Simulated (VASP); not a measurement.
# In (P6_3/mmc) in VASP: notebook, part 2 of 2

VASP 6.6.1. The steps go on from the part before.

### Step 5. Single point, PBE0

This run uses another cell than the first one, of 27.60 Å³/atom.

Contents of POSCAR:

```
In
1.0
    3.3793777732      0.0000000000      0.0000000000
   -1.6896888866      2.9266270006      0.0000000000
    0.0000000000      0.0000000000      5.5816399564
In
2
Direct
    0.6666666667      0.3333333333      0.7500000000
    0.3333333333      0.6666666667      0.2500000000
```

Contents of INCAR.step1:

```
SYSTEM = In
ALGO     = Normal         ! electronic algorithm
EDIFF    = 1E-5           ! SCF threshold, eV
ENCUT    = 520            ! plane-wave cutoff, eV
GGA      = PE             ! functional
ISIF     = 2              ! what is computed and relaxed
ISMEAR   = -1             ! smearing method
LASPH    = .TRUE.         ! aspherical terms in the spheres
LCHARG   = .FALSE.        ! write CHGCAR
LREAL    = .FALSE.        ! projectors in reciprocal space
LWAVE    = .TRUE.         ! write WAVECAR
NBANDS   = 20             ! bands
NELM     = 60             ! most SCF steps
PREC     = Accurate       ! precision mode
SIGMA    = 0.05           ! smearing width, eV
```

Contents of INCAR.step2:

```
SYSTEM = In
AEXX     = 0.25           ! exact-exchange fraction
ALGO     = Normal         ! electronic algorithm
EDIFF    = 1E-7           ! SCF threshold, eV
ENCUT    = 520            ! plane-wave cutoff, eV
GGA      = PE             ! functional
ISIF     = 2              ! what is computed and relaxed
ISMEAR   = -1             ! smearing method
ISTART   = 1            
LASPH    = .TRUE.         ! aspherical terms in the spheres
LCHARG   = .FALSE.        ! write CHGCAR
LHFCALC  = .TRUE.         ! exact exchange
LREAL    = .FALSE.        ! projectors in reciprocal space
LWAVE    = .FALSE.        ! write WAVECAR
NBANDS   = 20             ! bands
NELM     = 60             ! most SCF steps
PREC     = Accurate       ! precision mode
PRECFOCK = Normal       
SIGMA    = 0.05           ! smearing width, eV
```

Contents of KPOINTS:

```
k-points
0
G
  4 4 4
  0 0 0
```

Potentials or basis: VASP PAW PBE potentials, release 64 (In_d).

The run is started by

```
$ cat potpaw_PBE.64/In_d/POTCAR > POTCAR
$ cp INCAR.step1 INCAR
$ mpirun -np 1 vasp_std > vasp.out
$ cp INCAR.step2 INCAR
$ mpirun -np 1 vasp_std > vasp.out
```

OUTCAR:

```text
SYSTEM = In
   AEXX = 0.25
   EDIFF = 1E-7
   ENCUT = 520
   GGA = PE
   ISIF = 2
   ISMEAR = -1
   ISTART = 1
   LASPH = .TRUE.
   LHFCALC = .TRUE.
   LREAL = .FALSE.
   NELM = 60
   PREC = Accurate
   PRECFOCK = Normal

 ion  position               nearest neighbor table
   1  0.667  0.333  0.750-   2 3.41   2 3.41   2 3.41   2 3.41   2 3.41   2 3.41
   2  0.333  0.667  0.250-   1 3.41   1 3.41   1 3.41   1 3.41   1 3.41   1 3.41

  LATTYP: Found a hexagonal cell.
 ALAT       =     3.3793777732
 C/A-ratio  =     1.6516768266

  Lattice vectors:

 A1 = (   3.3793777732,   0.0000000000,   0.0000000000)
 A2 = (  -1.6896888866,   2.9266270006,   0.0000000000)
 A3 = (   0.0000000000,   0.0000000000,   5.5816399564)

Analysis of symmetry for initial positions (statically):
=====================================================================
 Subroutine PRICEL returns:
 Original cell was already a primitive cell.

 Routine SETGRP: Setting up the symmetry group for a
 hexagonal supercell.

 Subroutine GETGRP returns: Found 24 space group operations
 (whereof 12 operations were pure point group operations)
 out of a pool of 24 trial point group operations.

The static configuration has the point symmetry D_3d.
 The point group associated with its full space group is D_6h.

Analysis of symmetry for dynamics (positions and initial velocities):
=====================================================================
 Subroutine PRICEL returns:
 Original cell was already a primitive cell.

 Routine SETGRP: Setting up the symmetry group for a
 hexagonal supercell.

 Subroutine GETGRP returns: Found 24 space group operations
 (whereof 12 operations were pure point group operations)
 out of a pool of 24 trial point group operations.

The dynamic configuration has the point symmetry D_3d.
 The point group associated with its full space group is D_6h.

 Subroutine INISYM returns: Found 24 space group operations
 (whereof 12 operations are pure point group operations),
 and found     1 'primitive' translations

----------------------------------------------------------------------------------------

                                     Primitive cell

  volume of cell :      55.2034

  direct lattice vectors                    reciprocal lattice vectors
     3.379377773  0.000000000  0.000000000     0.295912463  0.170845140  0.000000000
    -1.689688887  2.926627001  0.000000000     0.000000000  0.341690280  0.000000000
     0.000000000  0.000000000  5.581639956     0.000000000  0.000000000  0.179158815

  length of vectors
     3.379377773  3.379377773  5.581639956     0.341690280  0.341690280  0.179158815

  position of ions in fractional coordinates (direct lattice)
     0.666666667  0.333333333  0.750000000
     0.333333333  0.666666667  0.250000000

  ion indices of the primitive-cell ions
   primitive index   ion index
                 1           1
                 2           2

----------------------------------------------------------------------------------------

 KPOINTS: k-points

Automatic generation of k-mesh.
[... 26 lines left out ...]
  0.250000  0.250000  0.000000      6.000000
  0.000000  0.000000  0.250000      2.000000
  0.250000  0.000000  0.250000     12.000000
  0.500000  0.000000  0.250000      6.000000
  0.250000  0.250000  0.250000     12.000000
  0.000000  0.000000  0.500000      1.000000
  0.250000  0.000000  0.500000      6.000000
  0.500000  0.000000  0.500000      3.000000
  0.250000  0.250000  0.500000      6.000000
   k-points           NKPTS =     12   k-points in BZ     NKDIM =     64   number of bands    NBANDS=     20
   number of dos      NEDOS =    301   number of ions     NIONS =      2
   total plane-waves  NPLWV =  32928
   dimension x,y,z NGX =    28 NGY =   28 NGZ =   42
   dimension x,y,z NGXF=    56 NGYF=   56 NGZF=   84
   ions per type =               2
   NGX,Y,Z   is equivalent  to a cutoff of  13.77, 13.77, 12.51 a.u.
   NGXF,Y,Z  is equivalent  to a cutoff of  27.55, 27.55, 25.02 a.u.
 SYSTEM =  In
   PREC   = accura    normal or accurate (medium, high low for compatibility)
   ISTART =      1    job   : 0-new  1-cont  2-samecut
   ICHARG =      0    charge: 1-file 2-atom 10-const
   ISPIN  =      1    spin polarized calculation?
   LNONCOLLINEAR =      F non collinear calculations
   LSORBIT =      F    spin-orbit coupling
   LASPH  =      T    aspherical Exc in radial PAW
   ENCUT  =  520.0 eV  38.22 Ry    6.18 a.u.   6.28  6.28 10.38*2*pi/ulx,y,z
   NELM   =     60;   NELMIN=  2; NELMDL=  0     # of ELM steps
   EDIFF  = 0.1E-06   stopping-criterion for ELM
   LREAL  =      F    real-space projection
   EDIFFG = 0.1E-05   stopping-criterion for IOM
   NSW    =      0    number of steps for IOM
   IBRION =     -1    ionic relax: 0-MD 1-quasi-New 2-CG
   NFREE  =      0    steps in history (QN), initial steepest desc. (CG)
   ISIF   =      2    stress and relaxation
   ISYM   =      3    0-nonsym 1-usesym 2-fastsym
   POTIM  = 0.5000    time-step for ionic-motion
   TEBEG  =    0.0;   TEEND  =   0.0 temperature during run
   PSTRESS=    0.0 pullay stress
   NELECT =      26.0000    total number of electrons
   NUPDOWN=      -1.0000    fix difference up-down
   EMIN   =  10.00;   EMAX   =-10.00  energy-range for DOS
   EFERMI =   0.00;   METHOD = LEGACY
   ISMEAR =    -1;   SIGMA  =   0.05  broadening in eV -4-tet -1-fermi 0-gaus
   EFERMI_NEDOS =   21; number of points for ismear=-14 and -15
   IALGO  =     38    algorithm
   IMIX   =      1    mixing-type and parameters
     AMIX     =   0.40;   BMIX     =  1.00
     AMIX_MAG =   1.60;   BMIX_MAG =  1.00
  volume/ion in A,a.u.               =      27.60       186.27
  Fermi-wavevector in a.u.,A,eV,Ry     =   1.273730  2.407000 22.073923  1.622388
  Thomas-Fermi vector in A             =   2.406537
   LORBIT       =      0    0 simple, 1 ext, 2 COOP (PROOUT), +10 PAW based schemes
   GGA     = PE    functional components
   LHFCALC =     T    Hartree Fock is set to
   PRECFOCK=normal    Normal, Fast or Accurate (Low or Medium for compatibility)
   ENCUT4O =  -1.0   cutoff for four orbital integrals eV
   NKREDX  =     1    reduce k-point grid by
   NKREDY  =     1    reduce k-point grid by
   NKREDZ  =     1    reduce k-point grid by
   AEXX    =    0.2500 exact exchange contribution
   HFSCREEN=    0.0000 screening length (either q_TF or 0.3 A-1)
   HFSCREENC=   0.0000 screening length for correlation (either q_TF or 0.3 A-1)
   ENCUTFOCK=  -1.0 apply spherical cutoff to Coloumb kernel
   IVDW    =     0    specifies the selected vdW correction
   LEPSILON=     F    determine dielectric tensor
   LRPA    =     F    only Hartree local field effects (RPA)
 non-spin polarized calculation
  energy-cutoff  :      520.00
  volume of cell :       55.20
 maximum number of plane-waves:      1521
 NGX is ok and might be reduce to    28
  NGX = 20; NGY = 20; NGZ = 32

 number of electron      26.0000011 magnetization

 Free energy of the ion-electron system (eV)
  ---------------------------------------------------
  ext. energy  EPLUGINS =         0.00000000
  ---------------------------------------------------
  free energy    TOTEN  =        -6.07706225 eV

  energy without entropy =       -6.06800752  energy(sigma->0) =       -6.07253488

 E-fermi :   6.8926     XC(G=0):  -7.8909

 val. band max:        6.8091580422   @ k =   0.2500   0.2500   0.5000
 cond. band min:       7.3904619708   @ k =   0.2500   0.2500   0.2500
 fundamental gap:      0.5813039285
 Fermi energy:         6.8925813563

 k-point     1 :       0.0000    0.0000    0.0000
  band No.  band energies     occupation
      1     -10.1768      2.00000
      2     -10.1310      2.00000
      3     -10.0712      2.00000
      4     -10.0712      2.00000
      5     -10.0461      2.00000
      6     -10.0461      2.00000
[... 265 lines left out ...]
     19      18.9581      0.00000
     20      18.9581      0.00000

------------------------ aborting loop because EDIFF is reached ----------------------------------------

  FORCE on cell =-STRESS in cart. coord.  units (eV):
  Direction    XX          YY          ZZ          XY          YZ          ZX
  --------------------------------------------------------------------------------------
  -------------------------------------------------------------------------------------
  Total        0.8587771      0.8587771     -0.8550458     -0.0000000     -0.0000000      0.0000000
  in kB       24.9244217     24.9244217    -24.8161267     -0.0000000     -0.0000000      0.0000000
  external PRESSURE =       8.3442389 kB  Pullay stress =       0.0000000 kB

 VOLUME and BASIS-vectors are now :
 -----------------------------------------------------------------------------
  energy-cutoff  :      520.00
  volume of cell :       55.20
      direct lattice vectors                 reciprocal lattice vectors
     3.379377773  0.000000000  0.000000000     0.295912463  0.170845140  0.000000000
    -1.689688887  2.926627001  0.000000000     0.000000000  0.341690280  0.000000000
     0.000000000  0.000000000  5.581639956     0.000000000  0.000000000  0.179158815

 POSITION                                       TOTAL-FORCE (eV/Angst)
 -----------------------------------------------------------------------------------
      1.68969      0.97554      4.18623         0.000000     -0.000000     -0.000000
     -0.00000      1.95108      1.39541         0.000000      0.000000      0.000000
 -----------------------------------------------------------------------------------
    total drift:                               -0.000000     -0.000000      0.000000

  FREE ENERGIE OF THE ION-ELECTRON SYSTEM (eV)
  ---------------------------------------------------
  free  energy   TOTEN  =        -6.0770622486 eV

  energy  without entropy=       -6.0680075189  energy(sigma->0) =       -6.07253488
```

Wall time 27 min (1 thread of Intel Xeon Platinum 8259CL at 2.50GHz (Skylake/Cascade Lake), shared host); peak memory 0.19 GiB.

What came out:

```
Free energy            : -6.0771 eV
Pressure               : 0.8 GPa
Band gap on the k mesh : zero (bands 13 and 14 overlap by 6.73 eV)
```

Caveat: the k points lie up to 0.54 Å⁻¹ apart, too coarse for converged energies and pressures of a metal; the PAW data sets were made with another functional, which shifts forces and pressure a little; spin-orbit coupling is left out, which moves the levels of the heavy elements.

### Step 6. Overview

```csv
level,cell,k mesh,share of exact exchange,gap on the mesh (eV),pressure (GPa)
B3LYP,"a = 3.428, b = 3.428, c = 5.753 Å, angles 90.0, 90.0, 120.0°, 2 atoms",5 × 5 × 3,0.2,none,-0.1
HF,"a = 3.486, b = 3.486, c = 5.858 Å, angles 90.0, 90.0, 120.0°, 2 atoms",5 × 5 × 3,1,none,-0.5
PBE0,"a = 3.358, b = 3.358, c = 5.546 Å, angles 90.0, 90.0, 120.0°, 2 atoms",4 × 4 × 4,0.25,none,1.2
PBE0,"a = 3.379, b = 3.379, c = 5.582 Å, angles 90.0, 90.0, 120.0°, 2 atoms",4 × 4 × 4,0.25,none,0.8
```

Alike in all rows: task single point; potentials or basis VASP PAW PBE potentials, release 64 (In_d); no spin polarisation; cutoff (eV) 520; smearing fermi-dirac 0.05 eV.

Caveats: all runs use coarse meshes; the PAW data sets were made with another functional, which shifts forces and pressure a little; spin-orbit coupling is left out, which moves the levels of the heavy elements.

Total energies depend on the potentials used, so only differences within one code and one set of settings carry meaning.
